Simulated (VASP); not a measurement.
# Cs (Im-3m) in VASP: further runs, part 2 of 2

VASP 6.6.1.

### 3 Single point, PBE

File INCAR:

```
SYSTEM = Cs
PREC = Accurate
ENCUT = 520
EDIFF = 1E-6
ISMEAR = -4
SIGMA = 0.1
LREAL = .FALSE.
LASPH = .TRUE.
NELM = 80
ALGO = Fast
ISIF = 2
LWAVE = .FALSE.
LCHARG = .FALSE.
GGA = PE
NBANDS = 10
```

File KPOINTS:

```
regular mesh
0
G
  4 4 4
  0 0 0
```

File POSCAR:

```
Cs
1.0
   -3.1284650614      3.1284650614      3.1284650614
    3.1284650614     -3.1284650614      3.1284650614
    3.1284650614      3.1284650614     -3.1284650614
Cs
1
Direct
    0.0000000000      0.0000000000      0.0000000000
```

Potentials or basis: VASP PAW PBE potentials, release 64 (Cs_sv).

Run with:

```bash
cat potpaw_PBE.64/Cs_sv/POTCAR > POTCAR
mpirun -np 1 vasp_std > vasp.out
```

OUTCAR:

```text
SYSTEM = Cs
   PREC = Accurate
   ENCUT = 520
   EDIFF = 1E-6
   ISMEAR = -4
   LREAL = .FALSE.
   LASPH = .TRUE.
   NELM = 80
   ISIF = 2
   GGA = PE

 ion  position               nearest neighbor table
   1  0.000  0.000  0.000-

  LATTYP: Found a body centered cubic cell.
 ALAT       =     6.2569301228

  Lattice vectors:

 A1 = (  -3.1284650614,   3.1284650614,   3.1284650614)
 A2 = (   3.1284650614,  -3.1284650614,   3.1284650614)
 A3 = (   3.1284650614,   3.1284650614,  -3.1284650614)

Analysis of symmetry for initial positions (statically):
=====================================================================
 Subroutine PRICEL returns:
 Original cell was already a primitive cell.

 Routine SETGRP: Setting up the symmetry group for a
 body centered cubic supercell.

 Subroutine GETGRP returns: Found 48 space group operations
 (whereof 48 operations were pure point group operations)
 out of a pool of 48 trial point group operations.

The static configuration has the point symmetry O_h .

Analysis of symmetry for dynamics (positions and initial velocities):
=====================================================================
 Subroutine PRICEL returns:
 Original cell was already a primitive cell.

 Routine SETGRP: Setting up the symmetry group for a
 body centered cubic supercell.

 Subroutine GETGRP returns: Found 48 space group operations
 (whereof 48 operations were pure point group operations)
 out of a pool of 48 trial point group operations.

The dynamic configuration has the point symmetry O_h .

 Subroutine INISYM returns: Found 48 space group operations
 (whereof 48 operations are pure point group operations),
 and found     1 'primitive' translations

----------------------------------------------------------------------------------------

                                     Primitive cell

  volume of cell :     122.4768

  direct lattice vectors                    reciprocal lattice vectors
    -3.128465061  3.128465061  3.128465061     0.000000000  0.159822785  0.159822785
     3.128465061 -3.128465061  3.128465061     0.159822785  0.000000000  0.159822785
     3.128465061  3.128465061 -3.128465061     0.159822785  0.159822785  0.000000000

  length of vectors
     5.418660436  5.418660436  5.418660436     0.226023551  0.226023551  0.226023551

  position of ions in fractional coordinates (direct lattice)
     0.000000000  0.000000000  0.000000000

  ion indices of the primitive-cell ions
   primitive index   ion index
                 1           1

----------------------------------------------------------------------------------------

 KPOINTS: regular mesh

Automatic generation of k-mesh.
 Grid dimensions read from file:
 generate k-points for:    4    4    4

 Generating k-lattice:

  Cartesian coordinates                     Fractional coordinates (reciprocal lattice)
     0.000000000  0.039955696  0.039955696     0.250000000  0.000000000  0.000000000
     0.039955696  0.000000000  0.039955696     0.000000000  0.250000000  0.000000000
     0.039955696  0.039955696  0.000000000     0.000000000  0.000000000  0.250000000

  Length of vectors
     0.056505888  0.056505888  0.056505888

  Shift w.r.t. Gamma in fractional coordinates (k-lattice)
     0.000000000  0.000000000  0.000000000

 TETIRR: Found     46 inequivalent tetrahedra from      384

 Subroutine IBZKPT returns following result:
 ===========================================

 Found      8 irreducible k-points:

 Following reciprocal coordinates:
            Coordinates               Weight
  0.000000  0.000000  0.000000      1.000000
  0.250000  0.000000  0.000000     12.000000
  0.500000  0.000000  0.000000      6.000000
  0.250000  0.250000  0.000000     24.000000
  0.250000  0.250000  0.250000      2.000000
 -0.250000  0.250000  0.250000      6.000000
  0.500000  0.500000  0.250000     12.000000
  0.500000  0.500000  0.500000      1.000000
   k-points           NKPTS =      8   k-points in BZ     NKDIM =      8   number of bands    NBANDS=     10
   number of dos      NEDOS =    301   number of ions     NIONS =      1
   total plane-waves  NPLWV =  64000
   dimension x,y,z NGX =    40 NGY =   40 NGZ =   40
   dimension x,y,z NGXF=    80 NGYF=   80 NGZF=   80
   ions per type =               1
   NGX,Y,Z   is equivalent  to a cutoff of  12.27, 12.27, 12.27 a.u.
   NGXF,Y,Z  is equivalent  to a cutoff of  24.54, 24.54, 24.54 a.u.
 SYSTEM =  Cs
   PREC   = accura    normal or accurate (medium, high low for compatibility)
   ISTART =      0    job   : 0-new  1-cont  2-samecut
   ICHARG =      2    charge: 1-file 2-atom 10-const
   ISPIN  =      1    spin polarized calculation?
   LNONCOLLINEAR =      F non collinear calculations
   LSORBIT =      F    spin-orbit coupling
   LASPH  =      T    aspherical Exc in radial PAW
   ENCUT  =  520.0 eV  38.22 Ry    6.18 a.u.  10.08 10.08 10.08*2*pi/ulx,y,z
   NELM   =     80;   NELMIN=  2; NELMDL= -5     # of ELM steps
   EDIFF  = 0.1E-05   stopping-criterion for ELM
   LREAL  =      F    real-space projection
   EDIFFG = 0.1E-04   stopping-criterion for IOM
   NSW    =      0    number of steps for IOM
   IBRION =     -1    ionic relax: 0-MD 1-quasi-New 2-CG
   NFREE  =      0    steps in history (QN), initial steepest desc. (CG)
   ISIF   =      2    stress and relaxation
   ISYM   =      2    0-nonsym 1-usesym 2-fastsym
   POTIM  = 0.5000    time-step for ionic-motion
   TEBEG  =    0.0;   TEEND  =   0.0 temperature during run
   PSTRESS=    0.0 pullay stress
   NELECT =       9.0000    total number of electrons
   NUPDOWN=      -1.0000    fix difference up-down
   EMIN   =  10.00;   EMAX   =-10.00  energy-range for DOS
   EFERMI =   0.00;   METHOD = LEGACY
   ISMEAR =    -4;   SIGMA  =   0.10  broadening in eV -4-tet -1-fermi 0-gaus
   EFERMI_NEDOS =   21; number of points for ismear=-14 and -15
   IALGO  =     68    algorithm
   IMIX   =      4    mixing-type and parameters
     AMIX     =   0.40;   BMIX     =  1.00
     AMIX_MAG =   1.60;   BMIX_MAG =  1.00
  volume/ion in A,a.u.               =     122.48       826.51
  Fermi-wavevector in a.u.,A,eV,Ry     =   0.685706  1.295796  6.397353  0.470192
  Thomas-Fermi vector in A             =   1.765724
   LORBIT       =      0    0 simple, 1 ext, 2 COOP (PROOUT), +10 PAW based schemes
   GGA     = PE    functional components
   LHFCALC =     F    Hartree Fock is set to
   AEXX    =    0.0000 exact exchange contribution
   IVDW    =     0    specifies the selected vdW correction
   LEPSILON=     F    determine dielectric tensor
   LRPA    =     F    only Hartree local field effects (RPA)
 non-spin polarized calculation
 RMM-DIIS sequential band-by-band and
 Fermi weights with tetrahedron method witout Bloechl corrections
  energy-cutoff  :      520.00
  volume of cell :      122.48
 maximum number of plane-waves:      3352
   NGX = 21   NGY = 21   NGZ = 21

 number of electron       8.9999999 magnetization

 Free energy of the ion-electron system (eV)
  ---------------------------------------------------
  ext. energy  EPLUGINS =         0.00000000
  ---------------------------------------------------
  free energy    TOTEN  =        -0.72062699 eV

  energy without entropy =       -0.72062699  energy(sigma->0) =       -0.72062699

 E-fermi :   0.3192     XC(G=0):  -5.2466

 val. band max:       -0.1418137829   @ k =  -0.2500   0.2500   0.2500
 cond. band min:       0.3192374538   @ k =   0.2500   0.2500   0.0000
 fundamental gap:      0.4610512368
 Fermi energy:         0.3192374548

 k-point     1 :       0.0000    0.0000    0.0000
  band No.  band energies     occupation
      1     -23.5811      2.00000
      2     -10.3337      2.00000
      3     -10.3337      2.00000
      4     -10.3337      2.00000
      5      -1.3079      2.00000
      6       2.7620      0.00000
      7       2.7620      0.00000
      8       2.7620      0.00000
      9       3.5738      0.00000
     10       3.5738      0.00000
[... 79 lines left out ...]
 k-point     8 :       0.5000    0.5000    0.5000
  band No.  band energies     occupation
      1     -23.5723      2.00000
      2     -10.4130      2.00000
      3     -10.4130      2.00000
      4     -10.4130      2.00000
      5       1.0047      0.04376
      6       1.0047      0.00000
      7       3.1642      0.00000
      8       3.1642      0.00000
      9       3.1642      0.00000
     10       4.4584      0.00000

------------------------ aborting loop because EDIFF is reached ----------------------------------------

  FORCE on cell =-STRESS in cart. coord.  units (eV):
  Direction    XX          YY          ZZ          XY          YZ          ZX
  --------------------------------------------------------------------------------------
  -------------------------------------------------------------------------------------
  Total       -0.0541829     -0.0541829     -0.0541829      0.0000000      0.0000000      0.0000000
  in kB       -0.7087928     -0.7087928     -0.7087928      0.0000000      0.0000000      0.0000000
  external PRESSURE =      -0.7087928 kB  Pullay stress =       0.0000000 kB

 VOLUME and BASIS-vectors are now :
 -----------------------------------------------------------------------------
  energy-cutoff  :      520.00
  volume of cell :      122.48
      direct lattice vectors                 reciprocal lattice vectors
    -3.128465061  3.128465061  3.128465061     0.000000000  0.159822785  0.159822785
     3.128465061 -3.128465061  3.128465061     0.159822785  0.000000000  0.159822785
     3.128465061  3.128465061 -3.128465061     0.159822785  0.159822785  0.000000000

 POSITION                                       TOTAL-FORCE (eV/Angst)
 -----------------------------------------------------------------------------------
      0.00000      0.00000      0.00000         0.000000     -0.000000      0.000000
 -----------------------------------------------------------------------------------
    total drift:                               -0.000000      0.000000      0.000000

  FREE ENERGIE OF THE ION-ELECTRON SYSTEM (eV)
  ---------------------------------------------------
  free  energy   TOTEN  =        -0.7206269893 eV

  energy  without entropy=       -0.7206269893  energy(sigma->0) =       -0.72062699
```

stdout:

```text
POSCAR found type information on POSCAR Cs
 POSCAR found :  1 types and       1 ions
 scaLAPACK will be used
 LDA part: xc-table for (Slater+PW92), standard interpolation
 POSCAR, INCAR and KPOINTS ok, starting setup
 FFT: planning ... GRIDC
 FFT: planning ... GRID_SOFT
 FFT: planning ... GRID
 WAVECAR not read
 entering main loop
 -----------------------------------------------------------------------------
|                                                                             |
|           W    W    AA    RRRRR   N    N  II  N    N   GGGG   !!!           |
|           W    W   A  A   R    R  NN   N  II  NN   N  G    G  !!!           |
|           W    W  A    A  R    R  N N  N  II  N N  N  G       !!!           |
|           W WW W  AAAAAA  RRRRR   N  N N  II  N  N N  G  GGG   !            |
|           WW  WW  A    A  R   R   N   NN  II  N   NN  G    G                |
|           W    W  A    A  R    R  N    N  II  N    N   GGGG   !!!           |
|                                                                             |
|     Tetrahedron method does not include variations of the Fermi             |
|     occupations, so forces and stress will be inaccurate. We suggest        |
|     using a different smearing scheme ISMEAR = 1 or 2 for metals in         |
|     relaxations.                                                            |
|                                                                             |
 -----------------------------------------------------------------------------
```

Run time: 10 s. Hardware: 1 thread of AMD EPYC 9R45 (Zen 5), shared host; peak memory 0.18 GiB.

Results:

```
Free energy : -0.7206 eV
Pressure    : -0.1 GPa
```

Levels at points of the mesh, in eV from the Fermi level:
| k point | band 1 | band 2 | band 3 | band 4 | band 5 | band 6 | band 7 | band 8 |
| --- | --- | --- | --- | --- | --- | --- | --- | --- |
| (0.00, 0.00, 0.00) | -23.90 | -10.65 | -10.65 | -10.65 | -1.63 | 2.44 | 2.44 | 2.44 |
| (0.50, 0.00, 0.00) | -23.90 | -10.76 | -10.69 | -10.65 | 0.05 | 0.80 | 1.64 | 3.07 |
| (0.50, 0.50, 0.50) | -23.89 | -10.73 | -10.73 | -10.73 | 0.69 | 0.69 | 2.84 | 2.84 |

Caveat: spin-orbit coupling is left out, which moves the levels of the heavy elements.
